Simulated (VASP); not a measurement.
Here is a VASP 6.6.1 calculation.

File INCAR:

```
PREC = Accurate
ENCUT = 520
EDIFF = 1E-6
ISMEAR = -1
SIGMA = 0.08
LREAL = False
LASPH = True
NELM = 100
ALGO = Normal
ISIF = 2
LWAVE = False
LCHARG = False
GGA = PE
NBANDS = 11
```

The input KPOINTS:

```
regular mesh
0
Gamma
  16 16 16
```

The input POSCAR:

```
Hf
1.0
    0.0000000000      2.0920874482      2.0920874482
    2.0920874482      0.0000000000      2.0920874482
    2.0920874482      2.0920874482      0.0000000000
Hf
1
Direct
    0.0000000000      0.0000000000      0.0000000000
```

Potentials or basis: VASP PAW PBE potentials, release 64 (Hf_pv).

The run is started by

```bash
$ cat potpaw_PBE.64/Hf_pv/POTCAR > POTCAR
$ mpirun -np 1 vasp_std > vasp.out
```

What does it give for the pressure?

29.5 GPa.

Predict the band gap on the k mesh.

zero (band 5 reaches 7.68 eV, above the bottom of band 6 at 5.74 eV).

Caveat: spin-orbit coupling is left out, which moves the levels of the heavy elements.
